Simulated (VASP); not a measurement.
# BaTiO3 (P4mm) in VASP: notebook

Runs on BaTiO3. Level: PBE. Tasks: single point.

Everything below comes from runs of VASP 6.6.1. Logs are shortened: lines on timing, memory, paths and dates and some standing lists are left out, and cuts for length are marked.

## (1) The cell of the first run

It takes space group P4mm (No. 99, tetragonal). The conventional cell has a = 3.918 Å, b = 3.918 Å, c = 3.936 Å, α = 90.00°, β = 90.00°, γ = 90.00°. Ba (site symmetry 4mm) has 12 O at 2.76 to 2.80 Å and 8 Ti at 3.38 to 3.41 Å within 3.6 Å. Within 2.5 Å of Ti (site symmetry 4mm) lie 6 O at 1.91 to 2.03 Å. Within 2.5 Å of O (site symmetry 4mm) lie 2 Ti at 1.91 to 2.03 Å. O (site symmetry 2mm) has 2 Ti at 1.96 Å within 2.6 Å.

## (2) Single point, PBE (12.08 Å³/atom)

Input file INCAR:

```
PREC = Accurate
ENCUT = 520
EDIFF = 1E-7
ISMEAR = -1
SIGMA = 0.02
LREAL = F
LASPH = T
NELM = 100
ALGO = Normal
ISIF = 2
LWAVE = F
LCHARG = F
GGA = PE
NBANDS = 28
```

Input file KPOINTS:

```
regular mesh
0
Gamma
  8 8 8
```

Input file POSCAR:

```
BaTiO3
1.0
    3.9181485176      0.0000000000      0.0000000000
    0.0000000000      3.9181485176      0.0000000000
    0.0000000000      0.0000000000      3.9359769848
Ba Ti O
1 1 3
Direct
    0.0000000000      0.0000000000      0.0025693569
    0.5000000000      0.5000000000      0.4955570880
    0.5000000000      0.5000000000      0.0113218990
    0.5000000000      0.0000000000      0.5092758282
    0.0000000000      0.5000000000      0.5092758282
```

Potentials or basis: VASP PAW PBE potentials, release 64 (Ba_sv, Ti_sv, O).

Command:

```bash
> cat potpaw_PBE.64/Ba_sv/POTCAR potpaw_PBE.64/Ti_sv/POTCAR potpaw_PBE.64/O/POTCAR > POTCAR
> mpirun -np 1 vasp_std > vasp.out
```

OUTCAR:

```text
PREC = Accurate
   ENCUT = 520
   EDIFF = 1E-7
   ISMEAR = -1
   LREAL = F
   LASPH = T
   NELM = 100
   ISIF = 2
   GGA = PE

 ion  position               nearest neighbor table
   1  0.000  0.000  0.003-   4 2.76   5 2.76   5 2.76   4 2.76   3 2.77   3 2.77   3 2.77   3 2.77
                             4 2.80   5 2.80   5 2.80   4 2.80   2 3.38   2 3.38   2 3.38   2 3.38
   2  0.500  0.500  0.496-   3 1.91   4 1.96   5 1.96   4 1.96   5 1.96   3 2.03   1 3.38   1 3.38
                             1 3.38   1 3.38   1 3.41   1 3.41   1 3.41   1 3.41
   3  0.500  0.500  0.011-   2 1.91   2 2.03   1 2.77   1 2.77   1 2.77   1 2.77
   4  0.500  0.000  0.509-   2 1.96   2 1.96   1 2.76   1 2.76   1 2.80   1 2.80
   5  0.000  0.500  0.509-   2 1.96   2 1.96   1 2.76   1 2.76   1 2.80   1 2.80

  LATTYP: Found a simple tetragonal cell.
 ALAT       =     3.9181485176
 C/A-ratio  =     1.0045502275

  Lattice vectors:

 A1 = (   3.9181485176,   0.0000000000,   0.0000000000)
 A2 = (   0.0000000000,   3.9181485176,   0.0000000000)
 A3 = (   0.0000000000,   0.0000000000,   3.9359769848)

Analysis of symmetry for initial positions (statically):
=====================================================================
 Subroutine PRICEL returns:
 Original cell was already a primitive cell.

 Routine SETGRP: Setting up the symmetry group for a
 simple tetragonal supercell.

 Subroutine GETGRP returns: Found  8 space group operations
 (whereof  8 operations were pure point group operations)
 out of a pool of 16 trial point group operations.

The static configuration has the point symmetry C_4v.

Analysis of symmetry for dynamics (positions and initial velocities):
=====================================================================
 Subroutine PRICEL returns:
 Original cell was already a primitive cell.

 Routine SETGRP: Setting up the symmetry group for a
 simple tetragonal supercell.

 Subroutine GETGRP returns: Found  8 space group operations
 (whereof  8 operations were pure point group operations)
 out of a pool of 16 trial point group operations.

The dynamic configuration has the point symmetry C_4v.

 Subroutine INISYM returns: Found  8 space group operations
 (whereof  8 operations are pure point group operations),
 and found     1 'primitive' translations

----------------------------------------------------------------------------------------

                                     Primitive cell

  volume of cell :      60.4247

  direct lattice vectors                    reciprocal lattice vectors
     3.918148518  0.000000000  0.000000000     0.255222587  0.000000000  0.000000000
     0.000000000  3.918148518  0.000000000     0.000000000  0.255222587  0.000000000
     0.000000000  0.000000000  3.935976985     0.000000000  0.000000000  0.254066526

  length of vectors
     3.918148518  3.918148518  3.935976985     0.255222587  0.255222587  0.254066526

  position of ions in fractional coordinates (direct lattice)
     0.000000000  0.000000000  0.002569357
     0.500000000  0.500000000  0.495557088
     0.500000000  0.500000000  0.011321899
     0.500000000  0.000000000  0.509275828
     0.000000000  0.500000000  0.509275828

  ion indices of the primitive-cell ions
   primitive index   ion index
                 1           1
                 2           2
                 3           3
                 4           4
                 5           5

----------------------------------------------------------------------------------------

 KPOINTS: regular mesh

Automatic generation of k-mesh.
 Grid dimensions read from file:
 generate k-points for:    8    8    8

 Generating k-lattice:

  Cartesian coordinates                     Fractional coordinates (reciprocal lattice)
     0.031902823  0.000000000  0.000000000     0.125000000  0.000000000  0.000000000
     0.000000000  0.031902823  0.000000000     0.000000000  0.125000000  0.000000000
     0.000000000  0.000000000  0.031758316     0.000000000  0.000000000  0.125000000

  Length of vectors
     0.031902823  0.031902823  0.031758316

  Shift w.r.t. Gamma in fractional coordinates (k-lattice)
     0.000000000  0.000000000  0.000000000

 Subroutine IBZKPT returns following result:
 ===========================================

 Found     75 irreducible k-points:

 Following reciprocal coordinates:
            Coordinates               Weight
  0.000000  0.000000  0.000000      1.000000
  0.125000  0.000000  0.000000      4.000000
  0.250000  0.000000  0.000000      4.000000
  0.375000  0.000000  0.000000      4.000000
  0.500000  0.000000  0.000000      2.000000
  0.125000  0.125000  0.000000      4.000000
[... 16 lines left out ...]
  0.375000  0.125000  0.125000     16.000000
  0.500000  0.125000  0.125000      8.000000
 [... further k-points ...]
   k-points           NKPTS =     75   k-points in BZ     NKDIM =     75   number of bands    NBANDS=     28
   number of dos      NEDOS =    301   number of ions     NIONS =      5
   total plane-waves  NPLWV =  27000
   dimension x,y,z NGX =    30 NGY =   30 NGZ =   30
   dimension x,y,z NGXF=    60 NGYF=   60 NGZF=   60
   ions per type =               1   1   3
   NGX,Y,Z   is equivalent  to a cutoff of  12.73, 12.73, 12.67 a.u.
   NGXF,Y,Z  is equivalent  to a cutoff of  25.46, 25.46, 25.34 a.u.
 SYSTEM =  unknown system
   PREC   = accura    normal or accurate (medium, high low for compatibility)
   ISTART =      0    job   : 0-new  1-cont  2-samecut
   ICHARG =      2    charge: 1-file 2-atom 10-const
   ISPIN  =      1    spin polarized calculation?
   LNONCOLLINEAR =      F non collinear calculations
   LSORBIT =      F    spin-orbit coupling
   LASPH  =      T    aspherical Exc in radial PAW
   ENCUT  =  520.0 eV  38.22 Ry    6.18 a.u.   7.29  7.29  7.32*2*pi/ulx,y,z
   NELM   =    100;   NELMIN=  2; NELMDL= -5     # of ELM steps
   EDIFF  = 0.1E-06   stopping-criterion for ELM
   LREAL  =      F    real-space projection
   EDIFFG = 0.1E-05   stopping-criterion for IOM
   NSW    =      0    number of steps for IOM
   IBRION =     -1    ionic relax: 0-MD 1-quasi-New 2-CG
   NFREE  =      0    steps in history (QN), initial steepest desc. (CG)
   ISIF   =      2    stress and relaxation
   ISYM   =      2    0-nonsym 1-usesym 2-fastsym
   POTIM  = 0.5000    time-step for ionic-motion
   TEBEG  =    0.0;   TEEND  =   0.0 temperature during run
   PSTRESS=    0.0 pullay stress
   NELECT =      40.0000    total number of electrons
   NUPDOWN=      -1.0000    fix difference up-down
   EMIN   =  10.00;   EMAX   =-10.00  energy-range for DOS
   EFERMI =   0.00;   METHOD = LEGACY
   ISMEAR =    -1;   SIGMA  =   0.02  broadening in eV -4-tet -1-fermi 0-gaus
   EFERMI_NEDOS =   21; number of points for ismear=-14 and -15
   IALGO  =     38    algorithm
   IMIX   =      4    mixing-type and parameters
     AMIX     =   0.40;   BMIX     =  1.00
     AMIX_MAG =   1.60;   BMIX_MAG =  1.00
  volume/ion in A,a.u.               =      12.08        81.55
  Fermi-wavevector in a.u.,A,eV,Ry     =   1.426779  2.696221 27.697358  2.035698
  Thomas-Fermi vector in A             =   2.547019
   LORBIT       =      0    0 simple, 1 ext, 2 COOP (PROOUT), +10 PAW based schemes
   GGA     = PE    functional components
   LHFCALC =     F    Hartree Fock is set to
   AEXX    =    0.0000 exact exchange contribution
   IVDW    =     0    specifies the selected vdW correction
   LEPSILON=     F    determine dielectric tensor
   LRPA    =     F    only Hartree local field effects (RPA)
 non-spin polarized calculation
  energy-cutoff  :      520.00
  volume of cell :       60.42
 maximum number of plane-waves:      1647
 NGX is ok and might be reduce to    30
   NGX = 15   NGY = 15   NGZ = 15

 number of electron      40.0000003 magnetization

 Free energy of the ion-electron system (eV)
  ---------------------------------------------------
  ext. energy  EPLUGINS =         0.00000000
  ---------------------------------------------------
  free energy    TOTEN  =       -39.73983045 eV

  energy without entropy =      -39.73983045  energy(sigma->0) =      -39.73983045

 E-fermi :   4.8043     XC(G=0): -11.5750

 val. band max:        4.3222567887   @ k =   0.5000   0.5000   0.5000
 cond. band min:       6.1909626161   @ k =   0.0000   0.0000   0.0000
 fundamental gap:      1.8687058274
 Fermi energy:         4.8043219540

 k-point     1 :       0.0000    0.0000    0.0000
  band No.  band energies     occupation
      1     -52.0527      2.00000
      2     -28.3086      2.00000
      3     -28.3002      2.00000
      4     -28.3002      2.00000
      5     -20.3892      2.00000
      6     -12.7163      2.00000
[... 20 lines left out ...]
     27       9.4505      0.00000
     28      12.3618      0.00000

 k-point     2 :       0.1250    0.0000    0.0000
  band No.  band energies     occupation
      1     -52.0524      2.00000
      2     -28.3109      2.00000
      3     -28.3082      2.00000
      4     -28.2998      2.00000
      5     -20.3654      2.00000
      6     -12.7350      2.00000
[... 20 lines left out ...]
     27       9.7752      0.00000
     28      12.7492      0.00000

 k-point     3 :       0.2500    0.0000    0.0000
  band No.  band energies     occupation
      1     -52.0519      2.00000
      2     -28.3365      2.00000
      3     -28.3072      2.00000
      4     -28.2988      2.00000
      5     -20.3069      2.00000
      6     -12.8444      2.00000
[... 20 lines left out ...]
     27      10.6423      0.00000
     28      12.9591      0.00000

 k-point     4 :       0.3750    0.0000    0.0000
  band No.  band energies     occupation
      1     -52.0514      2.00000
      2     -28.3619      2.00000
      3     -28.3061      2.00000
      4     -28.2978      2.00000
      5     -20.2468      2.00000
      6     -12.9989      2.00000
[... 578 lines left out ...]
     27      11.1432      0.00000
     28      13.0662      0.00000

 k-point    23 :       0.3750    0.1250    0.1250
  band No.  band energies     occupation
      1     -52.0510      2.00000
      2     -28.3606      2.00000
      3     -28.3156      2.00000
      4     -28.3077      2.00000
      5     -20.2160      2.00000
      6     -12.8499      2.00000
[... 20 lines left out ...]
     27      12.1460      0.00000
     28      13.2940      0.00000

 k-point    24 :       0.5000    0.1250    0.1250
  band No.  band energies     occupation
      1     -52.0508      2.00000
      2     -28.3709      2.00000
      3     -28.3151      2.00000
      4     -28.3073      2.00000
      5     -20.1933      2.00000
      6     -12.9014      2.00000
[... 20 lines left out ...]
     27      12.5679      0.00000
     28      13.4387      0.00000

 [... further k-points ...]

------------------------ aborting loop because EDIFF is reached ----------------------------------------

  FORCE on cell =-STRESS in cart. coord.  units (eV):
  Direction    XX          YY          ZZ          XY          YZ          ZX
  --------------------------------------------------------------------------------------
  -------------------------------------------------------------------------------------
  Total        6.1939590      6.1939590      6.0089256      0.0000000     -0.0000000      0.0000000
  in kB      164.2345670    164.2345670    159.3283543      0.0000000     -0.0000000      0.0000000
  external PRESSURE =     162.5991628 kB  Pullay stress =       0.0000000 kB

 VOLUME and BASIS-vectors are now :
 -----------------------------------------------------------------------------
  energy-cutoff  :      520.00
  volume of cell :       60.42
      direct lattice vectors                 reciprocal lattice vectors
     3.918148518  0.000000000  0.000000000     0.255222587  0.000000000  0.000000000
     0.000000000  3.918148518  0.000000000     0.000000000  0.255222587  0.000000000
     0.000000000  0.000000000  3.935976985     0.000000000  0.000000000  0.254066526

 POSITION                                       TOTAL-FORCE (eV/Angst)
 -----------------------------------------------------------------------------------
      0.00000      0.00000      0.01011        -0.000000      0.000000      0.014885
      1.95907      1.95907      1.95050        -0.000000     -0.000000      0.018071
      1.95907      1.95907      0.04456        -0.000000     -0.000000     -0.019651
      1.95907      0.00000      2.00450        -0.000000      0.000000     -0.006653
      0.00000      1.95907      2.00450         0.000000      0.000000     -0.006653
 -----------------------------------------------------------------------------------
    total drift:                                0.000000      0.000000     -0.000594

  FREE ENERGIE OF THE ION-ELECTRON SYSTEM (eV)
  ---------------------------------------------------
  free  energy   TOTEN  =       -39.7398304460 eV

  energy  without entropy=      -39.7398304460  energy(sigma->0) =      -39.73983045
```

Wall time 2 min (1 thread of Intel Xeon Platinum 8259CL at 2.50GHz (Skylake/Cascade Lake), shared host); peak memory 0.26 GiB.

What came out:

| Property | Result |
| --- | --- |
| Free energy | -39.7398 eV |
| Pressure | 16.3 GPa |
| Largest force | 0.020 eV/Å |
| Band gap on the k mesh | 1.87 eV (least direct gap 2.01 eV) |

Forces on the atoms (eV/Å):
```
Ba   0.000  0.000  0.015
Ti   0.000  0.000  0.018
O    0.000  0.000 -0.020
O    0.000  0.000 -0.007
O    0.000  0.000 -0.007
```

Caveat: the cell stands under pressure; spin-orbit coupling is left out, which moves the levels of the heavy elements.

[end of part 1 of 2]
